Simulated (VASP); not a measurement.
# Al3Ga13As16 (P1) in VASP: notebook

Al3Ga13As16 is run at these levels: PBEsol, r2SCAN; tasks: relaxation of volume and atoms at fixed shape, single point.

Program: VASP 6.6.1. These are calculated values, not measurements. Logs are shortened: lines on timing, memory, paths and dates and some standing lists are left out, and cuts for length are marked.

## 1. The cell of the first run

The typed cell holds 64 atoms: a = 11.325 Å, b = 11.325 Å, c = 11.325 Å, α = 90.00°, β = 90.00°, γ = 90.00°.

## 2. Relaxation of volume and atoms at fixed shape, PBEsol

The input, INCAR:

```
ALGO = Normal
EDIFF = 1E-7
EDIFFG = -0.03
ENCUT = 500
GGA = PS
GGA_COMPAT = F
IBRION = 2
ISIF = 8
ISMEAR = -1
ISYM = -1
KPAR = 1
LASPH = T
LCHARG = F
LREAL = Auto
LWAVE = F
NELM = 120
NELMIN = 4
NSW = 100
PREC = Accurate
SIGMA = 0.05
```

The input, KPOINTS:

```
explicit points
1
Reciprocal
  0.25000000   0.25000000   0.25000000 1
```

The input, POSCAR:

```
Al3Ga13As16
1.0
   11.3253570000      0.0000000000      0.0000000000
    0.0000000000     11.3253570000      0.0000000000
    0.0000000000      0.0000000000     11.3253570000
Ga Al As
26 6 32
Direct
    0.9993980000      0.0000430000      0.0004470000
    0.9988270000      0.9974220000      0.5039740000
    0.0006360000      0.4996050000      0.5001280000
    0.5007350000      0.9980090000      0.0014390000
    0.4993300000      0.9979130000      0.4980290000
    0.5016600000      0.4982650000      0.9991060000
    0.5021700000      0.4992160000      0.5020700000
    0.2502860000      0.2493690000      0.5003400000
    0.2489890000      0.7499570000      0.9996400000
    0.2474690000      0.7497100000      0.4973130000
    0.7507800000      0.2498210000      0.4991580000
    0.7522020000      0.7503330000      0.9968340000
    0.7506130000      0.7508740000      0.5004040000
    0.2521550000      0.0059300000      0.2484130000
    0.2511780000      0.9984270000      0.7489050000
    0.2518780000      0.4981090000      0.2490800000
    0.2487730000      0.5018840000      0.7490640000
    0.7492990000      0.9988440000      0.2474820000
    0.7490080000      0.9968180000      0.7503840000
    0.7500200000      0.5016390000      0.7467870000
    0.9992340000      0.7463320000      0.2501420000
    0.0002890000      0.7488150000      0.7458700000
    0.4967090000      0.2506420000      0.2443960000
    0.5021100000      0.2479290000      0.7498280000
    0.4983640000      0.7524520000      0.2486140000
    0.4968620000      0.7480160000      0.7480540000
    0.9985300000      0.5013430000      0.9998540000
    0.2499360000      0.2459160000      0.9988550000
    0.7490800000      0.2515270000      0.9993930000
    0.7509240000      0.5033530000      0.2469920000
    0.0025350000      0.2517530000      0.2510090000
    0.9971330000      0.2509920000      0.7483120000
    0.1250330000      0.1237280000      0.1249240000
    0.1229350000      0.1225790000      0.6271810000
    0.1235330000      0.6250670000      0.1227920000
    0.1262260000      0.6239720000      0.6251470000
    0.6272470000      0.1243400000      0.1227700000
    0.6243980000      0.1241620000      0.6264140000
    0.6278080000      0.6268080000      0.1277080000
    0.6243130000      0.6255830000      0.6240010000
    0.3743580000      0.3766150000      0.1229720000
    0.3746260000      0.3747760000      0.6258330000
    0.3759670000      0.8772190000      0.1257320000
    0.3726750000      0.8769060000      0.6218160000
    0.8728970000      0.3755770000      0.1265420000
    0.8793470000      0.3741360000      0.6263410000
    0.8723960000      0.8759320000      0.1255880000
    0.8750520000      0.8745480000      0.6244060000
    0.3713830000      0.1249580000      0.3772020000
    0.3737870000      0.1249310000      0.8782610000
    0.3735680000      0.6259960000      0.3741400000
    0.3768730000      0.6258330000      0.8749750000
    0.8784860000      0.1217070000      0.3761640000
    0.8727730000      0.1288080000      0.8741680000
    0.8738600000      0.6262600000      0.3756250000
    0.8765010000      0.6258260000      0.8771090000
    0.1258280000      0.3756070000      0.3734410000
    0.1250930000      0.3722120000      0.8785310000
    0.1256000000      0.8721590000      0.3773650000
    0.1243100000      0.8747880000      0.8742450000
    0.6281460000      0.3769970000      0.3780570000
    0.6254640000      0.3758370000      0.8750110000
    0.6257270000      0.8773610000      0.3774130000
    0.6270280000      0.8742240000      0.8761700000
```

Potentials or basis: VASP PAW PBE potentials, release 64 (Ga_d, Al, As).

Command:

```bash
cat potpaw_PBE.64/Ga_d/POTCAR potpaw_PBE.64/Al/POTCAR potpaw_PBE.64/As/POTCAR > POTCAR
mpirun -np 4 vasp_std > vasp.out
```

OUTCAR:

```text
EDIFF = 1E-7
   EDIFFG = -0.03
   ENCUT = 500
   GGA = PS
   IBRION = 2
   ISIF = 8
   ISMEAR = -1
   ISYM = -1
   LASPH = T
   LREAL = Auto
   NELM = 120
   NELMIN = 4
   NSW = 100
   PREC = Accurate

 ion  position               nearest neighbor table
   1  0.999  0.000  0.000-  33 2.44  47 2.46  60 2.46  54 2.50
   2  0.999  0.997  0.504-  48 2.40  34 2.44  53 2.44  59 2.48
   3  0.001  0.500  0.500-  46 2.44  36 2.45  57 2.46  55 2.47
   4  0.501  0.998  0.001-  43 2.42  37 2.45  64 2.45  50 2.47
   5  0.499  0.998  0.498-  63 2.40  44 2.43  49 2.46  38 2.48
   6  0.502  0.498  0.999-  62 2.42  41 2.44  52 2.46  39 2.51
[... 56 lines left out ...]
  63  0.626  0.877  0.377-   5 2.40  13 2.45  18 2.45  25 2.49
  64  0.627  0.874  0.876-  12 2.42  19 2.42   4 2.45  26 2.51

IMPORTANT INFORMATION: All symmetrisations will be switched off!
NOSYMM: (Re-)initialisation of all symmetry stuff for point group C_1.

----------------------------------------------------------------------------------------

                                     Primitive cell

  volume of cell :    1452.6323

  direct lattice vectors                    reciprocal lattice vectors
    11.325357000  0.000000000  0.000000000     0.088297437  0.000000000  0.000000000
     0.000000000 11.325357000  0.000000000     0.000000000  0.088297437  0.000000000
     0.000000000  0.000000000 11.325357000     0.000000000  0.000000000  0.088297437

  length of vectors
    11.325357000 11.325357000 11.325357000     0.088297437  0.088297437  0.088297437

  position of ions in fractional coordinates (direct lattice)
     0.999398000  0.000043000  0.000447000
     0.998827000  0.997422000  0.503974000
     0.000636000  0.499605000  0.500128000
     0.500735000  0.998009000  0.001439000
     0.499330000  0.997913000  0.498029000
     0.501660000  0.498265000  0.999106000
[... 56 lines left out ...]
     0.625727000  0.877361000  0.377413000
     0.627028000  0.874224000  0.876170000

  ion indices of the primitive-cell ions
   primitive index   ion index
                 1           1
                 2           2
                 3           3
                 4           4
                 5           5
                 6           6
[... 56 lines left out ...]
                63          63
                64          64

----------------------------------------------------------------------------------------

 KPOINTS: explicit points

Read explicit list of k-points.
[... 44 lines left out ...]
     AMIX_MAG =   1.60;   BMIX_MAG =  1.00
  volume/ion in A,a.u.               =      22.70       153.17
  Fermi-wavevector in a.u.,A,eV,Ry     =   1.159417  2.190980 18.289587  1.344247
  Thomas-Fermi vector in A             =   2.296009
   LORBIT       =      0    0 simple, 1 ext, 2 COOP (PROOUT), +10 PAW based schemes
   GGA     = PS    functional components
   LHFCALC =     F    Hartree Fock is set to
   AEXX    =    0.0000 exact exchange contribution
   IVDW    =     0    specifies the selected vdW correction
   LEPSILON=     F    determine dielectric tensor
   LRPA    =     F    only Hartree local field effects (RPA)
 conjugate gradient relaxation of ions
 non-spin polarized calculation
  energy-cutoff  :      500.00
  volume of cell :     1452.63
 maximum number of plane-waves:     36903
 NGX is ok and might be reduce to    84
   NGX = 41   NGY = 41   NGZ = 41

--------------------------------------- Ionic step        1  -------------------------------------------

 number of electron     516.0000107 magnetization

 Free energy of the ion-electron system (eV)
  ---------------------------------------------------
  ext. energy  EPLUGINS =         0.00000000
  ---------------------------------------------------
  free energy    TOTEN  =      -296.13692348 eV

  energy without entropy =     -296.13691981  energy(sigma->0) =     -296.13692165

------------------------ aborting loop because EDIFF is reached ----------------------------------------

  FORCE on cell =-STRESS in cart. coord.  units (eV):
  Direction    XX          YY          ZZ          XY          YZ          ZX
  --------------------------------------------------------------------------------------
  -------------------------------------------------------------------------------------
  Total        2.4398086      2.5710196      2.3765200    -10.9418304     -7.6187068     -7.9708883
  in kB        2.6909810      2.8357000      2.6211771    -12.0682656     -8.4030343     -8.7914722
  external PRESSURE =       2.7159527 kB  Pullay stress =       0.0000000 kB
[... 275 lines left out ...]
  FREE ENERGIE OF THE ION-ELECTRON SYSTEM (eV)
  ---------------------------------------------------
  free  energy   TOTEN  =      -296.5533279488 eV

  energy  without entropy=     -296.5533244276  energy(sigma->0) =     -296.55332619

[... ionic steps 4 to 7 ...]

--------------------------------------- Ionic step        8  -------------------------------------------

 number of electron     516.0000431 magnetization

------------------------ aborting loop because EDIFF is reached ----------------------------------------
[... 191 lines left out ...]
--------------------------------------- Ionic step       10  -------------------------------------------

 number of electron     516.0000464 magnetization

 Free energy of the ion-electron system (eV)
  ---------------------------------------------------
  ext. energy  EPLUGINS =         0.00000000
  ---------------------------------------------------
  free energy    TOTEN  =      -296.59957994 eV

  energy without entropy =     -296.59957698  energy(sigma->0) =     -296.59957846

 E-fermi :   4.2606     XC(G=0):  -9.6374

 val. band max:        3.5346095636   @ k =   0.2500   0.2500   0.2500
 cond. band min:       4.9526083142   @ k =   0.2500   0.2500   0.2500
 fundamental gap:      1.4179987506
 Fermi energy:         4.2606032062

 k-point     1 :       0.2500    0.2500    0.2500
  band No.  band energies     occupation
      1     -11.0394      2.00000
      2     -11.0372      2.00000
      3     -11.0351      2.00000
      4     -11.0311      2.00000
      5     -11.0286      2.00000
      6     -11.0284      2.00000
[... 262 lines left out ...]
    269       5.9084      0.00000
    270       6.0678      0.00000
 [bands above 270 left out]

------------------------ aborting loop because EDIFF is reached ----------------------------------------

  FORCE on cell =-STRESS in cart. coord.  units (eV):
  Direction    XX          YY          ZZ          XY          YZ          ZX
  --------------------------------------------------------------------------------------
  -------------------------------------------------------------------------------------
  Total        0.2418533      0.1938350      0.2346660     -6.8413925     -6.8836864     -6.8787286
  in kB        0.2662122      0.2133577      0.2583011     -7.5304438     -7.5769974     -7.5715403
  external PRESSURE =       0.2459570 kB  Pullay stress =       0.0000000 kB
[... 79 lines left out ...]
  FREE ENERGIE OF THE ION-ELECTRON SYSTEM (eV)
  ---------------------------------------------------
  free  energy   TOTEN  =      -296.5995799438 eV

  energy  without entropy=     -296.5995769775  energy(sigma->0) =     -296.59957846

 reached required accuracy - stopping structural energy minimisation
```

It took 21 min on 4 MPI ranks of Intel Xeon 6975P-C (Granite Rapids), shared host; peak memory 0.54 GiB.

Results:

* Free energy: -296.5996 eV
* Relaxed volume: 22.74 Å³/atom
* Relaxed cell: a = 11.333 Å, b = 11.333 Å, c = 11.333 Å, α = 90.00°, β = 90.00°, γ = 90.00°
* Space group after relaxing (to 0.1 Å): Cm (No. 8)
* Energy gained by relaxing: 7.2 meV/atom
* Ionic steps: 10
* Pressure after relaxing: 0.0 GPa
* Largest force after relaxing: 0.027 eV/Å
* Band gap on the k mesh: 1.42 eV

Forces on the atoms (eV/Å):
```
Ga   0.009  0.007 -0.001
Ga  -0.002  0.006 -0.002
Ga  -0.002  0.012 -0.010
Ga  -0.005  0.011 -0.010
Ga   0.008 -0.014  0.000
Ga  -0.009 -0.004  0.002
Ga  -0.010  0.024 -0.005
Ga  -0.007 -0.002 -0.015
Ga   0.005 -0.003  0.009
Ga   0.007  0.008  0.008
Ga  -0.002  0.003  0.005
Ga  -0.015 -0.001 -0.005
Ga   0.007 -0.002 -0.008
Ga  -0.013 -0.022  0.002
Ga   0.010  0.010 -0.010
Ga  -0.007 -0.002  0.007
Ga  -0.015 -0.002 -0.006
Ga  -0.007 -0.009  0.010
Ga   0.013 -0.001  0.003
Ga  -0.009 -0.003  0.014
Ga  -0.005 -0.003  0.006
Ga  -0.010  0.004 -0.001
Ga   0.000 -0.002  0.008
Ga  -0.002  0.007  0.010
Ga   0.008 -0.007  0.008
Ga   0.020  0.008  0.010
Al   0.001 -0.008 -0.017
Al   0.000  0.008 -0.021
Al   0.003 -0.009  0.001
Al   0.006 -0.001 -0.013
Al  -0.004  0.000 -0.014
Al   0.004  0.005 -0.005
As   0.015  0.005  0.007
As   0.011  0.007 -0.010
As  -0.001 -0.006  0.012
As  -0.023  0.011  0.003
As   0.000 -0.009 -0.002
As  -0.005 -0.005  0.010
As   0.001 -0.023 -0.004
As   0.016  0.010  0.004
As  -0.009 -0.002  0.011
As  -0.004 -0.006 -0.003
As   0.006  0.000 -0.001
As   0.015  0.006  0.011
As   0.003 -0.007 -0.009
As   0.014  0.006  0.016
As  -0.005  0.001  0.003
As   0.010 -0.008 -0.002
As  -0.002 -0.017  0.002
As  -0.004  0.013  0.008
As  -0.007 -0.002 -0.001
As   0.004  0.002 -0.006
As  -0.003  0.004 -0.009
As   0.010 -0.004  0.007
As   0.002  0.003  0.005
As  -0.004  0.001 -0.003
As  -0.019  0.003 -0.004
As   0.001 -0.006 -0.015
As   0.011  0.000  0.002
As  -0.002  0.000 -0.008
As  -0.013 -0.002 -0.013
As   0.003  0.000  0.013
As   0.001 -0.010  0.009
As   0.001  0.014  0.005
```

Step by step:
```csv
step,energy change (eV),largest force (eV/Å),pressure (GPa),volume (Å³)
1,0.0000,0.8579,0.27,1452.63
2,-0.4007,0.3075,-0.21,1460.74
3,-0.4164,0.2530,-0.31,1462.71
4,-0.4442,0.1229,0.12,1453.47
5,-0.4445,0.1133,0.19,1452.18
6,-0.4543,0.0567,0.03,1455.40
7,-0.4554,0.0783,-0.03,1456.82
8,-0.4593,0.0493,-0.03,1456.65
9,-0.4609,0.0489,-0.02,1456.45
10,-0.4627,0.0265,0.02,1455.57
```

Final structure:
```
Ga Al As
1.0
    11.33300    0.00000    0.00000
     0.00000   11.33300    0.00000
     0.00000    0.00000   11.33300
Ga Al As
26 6 32
Direct
  0.99958 0.99926 0.99979
  0.00048 0.99885 0.50055
  0.00063 0.50009 0.49960
  0.50061 0.99911 0.00063
  0.49969 0.00065 0.49965
  0.50059 0.50107 0.99958
  0.49999 0.49899 0.50017
  0.25000 0.25035 0.50077
  0.24965 0.75046 0.00023
  0.24993 0.74917 0.49887
  0.75011 0.24953 0.49982
  0.75037 0.75013 0.99915
  0.74979 0.75052 0.49986
  0.25006 0.00067 0.25054
  0.25044 0.99933 0.74997
  0.25098 0.50034 0.24939
  0.25070 0.50011 0.75051
  0.75023 0.00038 0.24993
  0.74956 0.99949 0.75015
  0.75006 0.50097 0.74852
  0.00016 0.75003 0.24970
  0.00061 0.74955 0.74940
  0.49963 0.25066 0.24994
  0.50048 0.24980 0.74982
  0.49970 0.75085 0.24987
  0.49891 0.74992 0.74914
  0.99982 0.49950 0.99992
  0.25019 0.24876 0.99947
  0.74931 0.25047 0.99976
  0.74925 0.50050 0.25028
  0.99997 0.24966 0.25042
  0.99948 0.24963 0.74949
  0.12466 0.12440 0.12495
  0.12529 0.12438 0.62513
  0.12483 0.62488 0.12453
  0.12576 0.62434 0.62468
  0.62465 0.12531 0.12546
  0.62526 0.12486 0.62478
  0.62493 0.62637 0.12478
  0.62422 0.62526 0.62416
  0.37532 0.37499 0.12370
  0.37509 0.37471 0.62557
  0.37430 0.87532 0.12521
  0.37433 0.87469 0.62372
  0.87467 0.37524 0.12577
  0.87482 0.37523 0.62396
  0.87471 0.87471 0.12472
  0.87475 0.87458 0.62536
  0.37477 0.12607 0.37507
  0.37625 0.12393 0.87472
  0.37574 0.62445 0.37455
  0.37465 0.62558 0.87524
  0.87550 0.12422 0.37590
  0.87446 0.12477 0.87518
  0.87495 0.62536 0.37500
  0.87533 0.62504 0.87438
  0.12586 0.37501 0.37461
  0.12521 0.37462 0.87475
  0.12483 0.87458 0.37447
  0.12478 0.87474 0.87470
  0.62502 0.37441 0.37541
  0.62510 0.37606 0.87391
  0.62491 0.87566 0.37463
  0.62449 0.87414 0.87444
```

Caveat: the PAW data sets were made with another functional, which shifts forces and pressure a little; a shifted mesh leaves out Γ, where band edges can lie. A k mesh can miss the band edges.

(Continued in part 2 of 2.)
